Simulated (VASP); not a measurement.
Input of a VASP 6.6.1 run:

INCAR

```
SYSTEM = SnSe
PREC     = Accurate       ! precision mode
ENCUT    = 520            ! plane-wave cutoff, eV
EDIFF    = 1E-6           ! SCF threshold, eV
ISMEAR   = 0              ! smearing method
SIGMA    = 0.03           ! smearing width, eV
LREAL    = .FALSE.        ! projectors in reciprocal space
LASPH    = .TRUE.         ! aspherical terms in the spheres
NELM     = 80             ! most SCF steps
ALGO     = Normal         ! electronic algorithm
ISIF     = 2              ! what is computed and relaxed
LWAVE    = .FALSE.        ! write WAVECAR
LCHARG   = .FALSE.        ! write CHGCAR
GGA      = PS             ! functional
IVDW     = 12             ! dispersion correction
NBANDS   = 28             ! bands
```

KPOINTS

```
Automatic mesh
0
G
  8 8 6
  0 0 0
```

POSCAR

```
SnSe
1.0
    3.9456558390      0.0000000000      0.0000000000
    0.0000000000      3.9456558390      0.0000000000
    0.0000000000      0.0000000000      6.2970000000
Sn Se
2 2
Direct
    0.5000000000      0.0000000000      0.2500241371
    0.0000000000      0.5000000000      0.7499758629
    0.5000000000      0.0000000000      0.7499817524
    0.0000000000      0.5000000000      0.2500182476
```

Potentials or basis: VASP PAW PBE potentials, release 64 (Sn_d, Se).

Launch:

```bash
$ cat potpaw_PBE.64/Sn_d/POTCAR potpaw_PBE.64/Se/POTCAR > POTCAR
$ mpirun -np 1 vasp_std > vasp.out
```

Q: Estimate the pressure.

A: 4.4 GPa.

Q: What does it give for the band gap on the k mesh?

A: Zero (bands 20 and 21 overlap by 0.29 eV).

Q: What does it give for the dispersion energy per atom?

A: -0.368 eV.

Stress tensor (GPa, compression positive):
```
 9.93  0.00  0.00
 0.00  9.93  0.00
 0.00  0.00 -6.72
```

Caveat: the stress differs along the axes, from -7 to 10 GPa; semilocal functionals underestimate gaps, and a narrow one can read as zero; the PAW data sets were made with another functional, which shifts forces and pressure a little; spin-orbit coupling is left out, which moves the levels of the heavy elements.
